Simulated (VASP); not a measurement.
# GaN (F-43m) in VASP: further runs

GaN is run at these levels: LDA; tasks: single point.

Everything below comes from runs of VASP 6.6.1. Logs are shortened: lines on timing, memory, paths and dates and some standing lists are left out, and cuts for length are marked.

### Step 1. The cell of the first run

It takes space group F-43m (No. 216, cubic). The conventional cell has a = 4.507 Å, b = 4.507 Å, c = 4.507 Å, α = 90.00°, β = 90.00°, γ = 90.00°. Ga (site symmetry -43m) has 4 N at 1.95 Å within 2.6 Å. N (site symmetry -43m) has 4 Ga at 1.95 Å within 2.6 Å.

### Step 2. Single point, LDA, non-collinear spin, zero start, spin-orbit coupling

Contents of INCAR:

```
PREC = Accurate ; ENCUT = 520
EDIFF = 1E-6 ; ISMEAR = -1
SIGMA = 0.05 ; LREAL = False
LASPH = True ; NELM = 150
ALGO = Normal ; ISIF = 2
LWAVE = False ; LCHARG = False
MAGMOM = 0 0 0 0 0 0 ; LORBIT = 11
LSORBIT = True ; GGA_COMPAT = False
LORBMOM = True ; GGA = CA
NBANDS = 30
```

Contents of KPOINTS:

```
Automatic mesh
0
Gamma
  10 10 10
```

Contents of POSCAR:

```
GaN
1.0
    0.0000000000      2.2535006075      2.2535006075
    2.2535006075      0.0000000000      2.2535006075
    2.2535006075      2.2535006075      0.0000000000
Ga N
1 1
Direct
    0.0000000000      0.0000000000      0.0000000000
    0.2500000000      0.2500000000      0.2500000000
```

Potentials or basis: VASP PAW LDA potentials, release 64 (Ga_d, N).

Launch:

```console
$ cat potpaw_LDA.64/Ga_d/POTCAR potpaw_LDA.64/N/POTCAR > POTCAR
$ mpirun -np 1 vasp_ncl > vasp.out
```

OUTCAR:

```text
PREC = Accurate
   ENCUT = 520
   EDIFF = 1E-6
   ISMEAR = -1
   LREAL = False
   LASPH = True
   NELM = 150
   ISIF = 2
   LORBIT = 11
   LSORBIT = True
   GGA = CA

 ion  position               nearest neighbor table
   1  0.000  0.000  0.000-   2 1.95   2 1.95   2 1.95   2 1.95
   2  0.250  0.250  0.250-   1 1.95   1 1.95   1 1.95   1 1.95

  LATTYP: Found a face centered cubic cell.
 ALAT       =     4.5070012150

  Lattice vectors:

 A1 = (   0.0000000000,   2.2535006075,   2.2535006075)
 A2 = (   2.2535006075,   0.0000000000,   2.2535006075)
 A3 = (   2.2535006075,   2.2535006075,   0.0000000000)

Analysis of symmetry for initial positions (statically):
=====================================================================
 Subroutine PRICEL returns:
 Original cell was already a primitive cell.

 Routine SETGRP: Setting up the symmetry group for a
 face centered cubic supercell.

 Subroutine GETGRP returns: Found 24 space group operations
 (whereof 24 operations were pure point group operations)
 out of a pool of 48 trial point group operations.

The static configuration has the point symmetry T_d .

Analysis of symmetry for dynamics (positions and initial velocities):
=====================================================================
 Subroutine PRICEL returns:
 Original cell was already a primitive cell.

 Routine SETGRP: Setting up the symmetry group for a
 face centered cubic supercell.

 Subroutine GETGRP returns: Found 24 space group operations
 (whereof 24 operations were pure point group operations)
 out of a pool of 48 trial point group operations.

The dynamic configuration has the point symmetry T_d .

Analysis of structural, dynamic, and magnetic symmetry:
=====================================================================
 Subroutine PRICEL returns:
 Original cell was already a primitive cell.

 Routine SETGRP: Setting up the symmetry group for a
 face centered cubic supercell.

 Subroutine GETGRP returns: Found 24 space group operations
 (whereof 24 operations were pure point group operations)
 out of a pool of 48 trial point group operations.

The overall configuration has the point symmetry T_d .

 Subroutine INISYM returns: Found 24 space group operations
 (whereof 24 operations are pure point group operations),
 and found     1 'primitive' translations

----------------------------------------------------------------------------------------

                                     Primitive cell

  volume of cell :      22.8877

  direct lattice vectors                    reciprocal lattice vectors
     0.000000000  2.253500607  2.253500607    -0.221877020  0.221877020  0.221877020
     2.253500607  0.000000000  2.253500607     0.221877020 -0.221877020  0.221877020
     2.253500607  2.253500607  0.000000000     0.221877020  0.221877020 -0.221877020

  length of vectors
     3.186931122  3.186931122  3.186931122     0.384302272  0.384302272  0.384302272

  position of ions in fractional coordinates (direct lattice)
     0.000000000  0.000000000  0.000000000
     0.250000000  0.250000000  0.250000000

  ion indices of the primitive-cell ions
   primitive index   ion index
                 1           1
                 2           2

----------------------------------------------------------------------------------------

 KPOINTS: Automatic mesh

Automatic generation of k-mesh.
 Grid dimensions read from file:
 generate k-points for:   10   10   10

 Generating k-lattice:

  Cartesian coordinates                     Fractional coordinates (reciprocal lattice)
[... 88 lines left out ...]
   IVDW    =     0    specifies the selected vdW correction
   LEPSILON=     F    determine dielectric tensor
   LRPA    =     F    only Hartree local field effects (RPA)
  energy-cutoff  :      520.00
  volume of cell :       22.89
 maximum number of plane-waves:      1272
   NGX = 11   NGY = 11   NGZ = 11

 number of electron      18.0000000 magnetization       0.0000000      0.0000000      0.0000000

 number of electron      18.0000002 magnetization      -0.0000000     -0.0000000     -0.0000000

 number of electron      18.0000002 magnetization      -0.0000000     -0.0000000      0.0000000

 number of electron      18.0000002 magnetization       0.0000000      0.0000000     -0.0000000

 Free energy of the ion-electron system (eV)
  ---------------------------------------------------
  ext. energy  EPLUGINS =         0.00000000
  ---------------------------------------------------
  free energy    TOTEN  =       -13.93873092 eV

  energy without entropy =      -13.93873092  energy(sigma->0) =      -13.93873092

 E-fermi :   5.9380     XC(G=0): -12.1183

 val. band max:        5.0339786957   @ k =   0.0000   0.0000   0.0000
 cond. band min:       6.7781128455   @ k =   0.0000   0.0000   0.0000
 fundamental gap:      1.7441341498
 Fermi energy:         5.9379782071

 k-point     1 :       0.0000    0.0000    0.0000
  band No.  band energies     occupation
      1     -10.7726      1.00000
      2     -10.7726      1.00000
      3      -8.7057      1.00000
      4      -8.7057      1.00000
      5      -8.7057      1.00000
      6      -8.7057      1.00000
[... 781 lines left out ...]
     29      21.2760      0.00000
     30      21.3184      0.00000

 [... further k-points ...]
[... 5 lines left out ...]
  --------------------------------------------------------------------------------------
  -------------------------------------------------------------------------------------
  Total       -0.7881955     -0.7881955     -0.7881955      0.0000000      0.0000000     -0.0000000
  in kB      -55.1748945    -55.1748945    -55.1748945      0.0000000      0.0000000     -0.0000000
  external PRESSURE =     -55.1748945 kB  Pullay stress =       0.0000000 kB

 VOLUME and BASIS-vectors are now :
 -----------------------------------------------------------------------------
  energy-cutoff  :      520.00
  volume of cell :       22.89
      direct lattice vectors                 reciprocal lattice vectors
     0.000000000  2.253500607  2.253500607    -0.221877020  0.221877020  0.221877020
     2.253500607  0.000000000  2.253500607     0.221877020 -0.221877020  0.221877020
     2.253500607  2.253500607  0.000000000     0.221877020  0.221877020 -0.221877020

 POSITION                                       TOTAL-FORCE (eV/Angst)
 -----------------------------------------------------------------------------------
      0.00000      0.00000      0.00000         0.000000     -0.000000     -0.000000
      1.12675      1.12675      1.12675        -0.000000      0.000000      0.000000
 -----------------------------------------------------------------------------------
    total drift:                                0.000002      0.000002      0.000002

  FREE ENERGIE OF THE ION-ELECTRON SYSTEM (eV)
  ---------------------------------------------------
  free  energy   TOTEN  =       -13.9387309239 eV

  energy  without entropy=      -13.9387309237  energy(sigma->0) =      -13.93873092

 orbital moment (x)

 # of ion     p       d       tot
 ----------------------------------------
  1        -0.000  -0.000  -0.000
  2         0.000   0.000   0.000
 ----------------------------------------
           -0.000  -0.000  -0.000

 orbital moment (y)

 # of ion     p       d       tot
 ----------------------------------------
  1         0.000   0.000   0.000
  2        -0.000   0.000  -0.000
 ----------------------------------------
           -0.000   0.000   0.000

 orbital moment (z)

 # of ion     p       d       tot
 ----------------------------------------
  1         0.000   0.000   0.000
  2        -0.000   0.000  -0.000
 ----------------------------------------
            0.000   0.000   0.000

 Spin-Orbit-Coupling matrix elements

 Ion:    1  E_soc:     -0.0112581
 l=   1
     0.0000000    -0.0010361    -0.0010361
    -0.0010361     0.0000000    -0.0010361
    -0.0010361    -0.0010361     0.0000000
 l=   2
     0.0000000    -0.0001753     0.0000000    -0.0001753    -0.0006650
    -0.0001753     0.0000000    -0.0004988    -0.0001753    -0.0001663
     0.0000000    -0.0004988     0.0000000    -0.0004988     0.0000000
    -0.0001753    -0.0001753    -0.0004988     0.0000000    -0.0001663
    -0.0006650    -0.0001663     0.0000000    -0.0001663     0.0000000
 l=   3
     0.0000000     0.0000000     0.0000000     0.0000000     0.0000000     0.0000000     0.0000000
     0.0000000     0.0000000     0.0000000     0.0000000     0.0000000     0.0000000     0.0000000
     0.0000000     0.0000000     0.0000000     0.0000000     0.0000000     0.0000000     0.0000000
     0.0000000     0.0000000     0.0000000     0.0000000     0.0000000     0.0000000     0.0000000
     0.0000000     0.0000000     0.0000000     0.0000000     0.0000000     0.0000000     0.0000000
     0.0000000     0.0000000     0.0000000     0.0000000     0.0000000     0.0000000     0.0000000
     0.0000000     0.0000000     0.0000000     0.0000000     0.0000000     0.0000000     0.0000000

 Ion:    2  E_soc:     -0.0001003
 l=   1
     0.0000000    -0.0000167    -0.0000167
    -0.0000167     0.0000000    -0.0000167
    -0.0000167    -0.0000167     0.0000000
 l=   2
     0.0000000     0.0000000     0.0000000     0.0000000     0.0000000
     0.0000000     0.0000000     0.0000000     0.0000000     0.0000000
     0.0000000     0.0000000     0.0000000     0.0000000     0.0000000
     0.0000000     0.0000000     0.0000000     0.0000000     0.0000000
     0.0000000     0.0000000     0.0000000     0.0000000     0.0000000
 l=   3
     0.0000000     0.0000000     0.0000000     0.0000000     0.0000000     0.0000000     0.0000000
     0.0000000     0.0000000     0.0000000     0.0000000     0.0000000     0.0000000     0.0000000
     0.0000000     0.0000000     0.0000000     0.0000000     0.0000000     0.0000000     0.0000000
     0.0000000     0.0000000     0.0000000     0.0000000     0.0000000     0.0000000     0.0000000
     0.0000000     0.0000000     0.0000000     0.0000000     0.0000000     0.0000000     0.0000000
     0.0000000     0.0000000     0.0000000     0.0000000     0.0000000     0.0000000     0.0000000
     0.0000000     0.0000000     0.0000000     0.0000000     0.0000000     0.0000000     0.0000000

 total charge

# of ion       s       p       d       tot
------------------------------------------
    1        0.799   0.910  10.175  11.884
    2        1.210   2.483   0.000   3.693
--------------------------------------------------
tot          2.009   3.393  10.175  15.577

 magnetization (x)

# of ion       s       p       d       tot
------------------------------------------
    1       -0.000  -0.000   0.000  -0.000
    2       -0.000  -0.000   0.000  -0.000
--------------------------------------------------
tot         -0.000  -0.000   0.000  -0.000

 magnetization (y)

# of ion       s       p       d       tot
------------------------------------------
    1        0.000  -0.000   0.000  -0.000
    2       -0.000  -0.000   0.000  -0.000
--------------------------------------------------
tot         -0.000  -0.000   0.000  -0.000

 magnetization (z)

# of ion       s       p       d       tot
------------------------------------------
    1        0.000  -0.000   0.000  -0.000
    2        0.000   0.000   0.000   0.000
--------------------------------------------------
tot          0.000   0.000   0.000   0.000
```

Wall time 40 s (1 thread of Intel Xeon 6975P-C (Granite Rapids), shared host); peak memory 0.22 GiB.

What came out:

```yaml
Free_energy: -13.9387 eV
Pressure: -5.5 GPa
Net_moment: 0.00 μB per cell
Valence_electrons_inside_the_program's_atomic_spheres: Ga 11.88; N 3.69
```

Moments on the atoms (μB; x, y, z):
```
Ga  0.00 0.00 0.00
N   0.00 0.00 0.00
```

### Step 3. Single point, LDA, non-collinear spin, zero start, spin-orbit coupling

This run uses another cell than the first one, of 11.67 Å³/atom, 1.020 times its volume.

Contents of INCAR:

```
SYSTEM = GaN
  PREC = Accurate
  ENCUT = 520
  EDIFF = 1E-6
  ISMEAR = -1
  SIGMA = 0.05
  LREAL = .FALSE.
  LASPH = .TRUE.
  NELM = 150
  ALGO = Normal
  ISIF = 2
  LWAVE = .FALSE.
  LCHARG = .TRUE.
  LNONCOLLINEAR = .TRUE.
  MAGMOM = 0 0 0 0 0 0
  LORBIT = 11
  LSORBIT = .TRUE.
  GGA_COMPAT = .FALSE.
  LORBMOM = .TRUE.
  GGA = CA
  LVHAR = .TRUE.
  NBANDS = 30
```

Contents of KPOINTS:

```
Automatic mesh
0
G
  10 10 10
  0 0 0
```

Contents of POSCAR:

```
GaN
1.0
    0.0000000000      2.2684248875      2.2684248875
    2.2684248875      0.0000000000      2.2684248875
    2.2684248875      2.2684248875      0.0000000000
Ga N
1 1
Direct
    0.0000000000      0.0000000000      0.0000000000
    0.2500000000      0.2500000000      0.2500000000
```

Potentials or basis: VASP PAW LDA potentials, release 64 (Ga_d, N).

Launch:

```console
$ cat potpaw_LDA.64/Ga_d/POTCAR potpaw_LDA.64/N/POTCAR > POTCAR
$ mpirun -np 1 vasp_ncl > vasp.out
```

Run time: 40 s. Hardware: 1 thread of Intel Xeon 6975P-C (Granite Rapids), shared host; peak memory 0.22 GiB.

Results (log left out):

```
Free energy                                           : -13.9183 eV
Pressure                                              : -8.9 GPa
Net moment                                            : 0.00 μB per cell
Valence electrons inside the program's atomic spheres : Ga 11.85; N 3.68
```

Moments on the atoms (μB; x, y, z):
```
Ga  0.00 0.00 0.00
N   0.00 0.00 0.00
```
